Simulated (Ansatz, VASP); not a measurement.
One calculation of MgO, two programs

File INCAR:

```
PREC     = Accurate       # precision mode
ENCUT    = 520            # plane-wave cutoff, eV
EDIFF    = 1E-6           # SCF threshold, eV
ISMEAR   = 0              # smearing method
SIGMA    = 0.05           # smearing width, eV
LREAL    = F              # projectors in reciprocal space
LASPH    = T              # aspherical terms in the spheres
NELM     = 80             # most SCF steps
ALGO     = Normal         # electronic algorithm
ISIF     = 2              # what is computed and relaxed
LWAVE    = F              # write WAVECAR
LCHARG   = T              # write CHGCAR
GGA      = PE             # functional
LELF     = T              # ELF
LVHAR    = T            
NBANDS   = 26             # bands
```

KPOINTS

```
Automatic mesh
0
Gamma
  6 6 6
```

The input POSCAR:

```
MgO
1.0
    4.2538458108      0.0000000000      0.0000000000
    0.0000000000     -4.2538458108      0.0000000000
    0.0000000000      0.0000000000     -4.2538458108
Mg O
4 4
Direct
    0.0000000000      0.0000000000      0.0000000000
    0.5000000000      0.5000000000      0.0000000000
    0.5000000000      0.0000000000      0.5000000000
    0.0000000000      0.5000000000      0.5000000000
    0.5235081393      0.0000000000      0.0000000000
    0.0000000000      0.5000000000      0.0000000000
    0.0000000000      0.0000000000      0.5000000000
    0.5000000000      0.5000000000      0.5000000000
```

Input for Ansatz:

```yaml
crystal:
  lattice:
    - [4.2538458108, 0.0, 0.0]
    - [0.0, -4.2538458108, 0.0]
    - [0.0, 0.0, -4.2538458108]
  atoms:
    - { symbol: Mg, position: [0.0, 0.0, 0.0] }
    - { symbol: Mg, position: [0.5, 0.5, 0.0] }
    - { symbol: Mg, position: [0.5, 0.0, 0.5] }
    - { symbol: Mg, position: [0.0, 0.5, 0.5] }
    - { symbol: O, position: [0.5235081393, 0.0, 0.0] }
    - { symbol: O, position: [0.0, 0.5, 0.0] }
    - { symbol: O, position: [0.0, 0.0, 0.5] }
    - { symbol: O, position: [0.5, 0.5, 0.5] }
basis:
  ecutwfc: 420
kpoints:
  mp_grid: { grid: [6, 6, 6] }
hamiltonian:
  xc: pbe
scf:
  occupations: { method: gaussian, width: 0.05 }
output:
  forces: true
  stress: true
  eigenvalues: true
```

Alike in both runs: task single point; functional PBE; k mesh 6 × 6 × 6; occupations gaussian, width 0.05 eV; no spin polarisation.

|  | VASP | Ansatz |
| --- | --- | --- |
| version | VASP 6.6.1 | Ansatz 0.2.0 |
| potentials or method | VASP PAW PBE potentials, release 64 (Mg, O), cutoff 520 eV | scalar-relativistic, plane waves, PAW |
| valence electrons in the cell | 32 | 64 |

|  | VASP | Ansatz | Ansatz less VASP |
| --- | --- | --- | --- |
| gap on the k mesh at the Fermi level (eV) | 4.43 | 4.44 | +0.017 |
| least direct gap on the mesh (eV) | 4.43 | 4.44 | +0.017 |
| pressure (GPa) | -0.5 | 0.3 | +0.74 |
| traceless stress, the component that is largest in VASP (GPa) | 0.47 | 0.47 | -0.004 |
| rms of the force components (eV/Å) | 0.239 | 0.236 | -0.0034 |

Atom by atom the forces differ by 0.003 eV/Å (rms over components). VASP's potentials hold 32 valence electrons a cell and Ansatz's 64, so a difference there can come from the potentials and not from the codes.
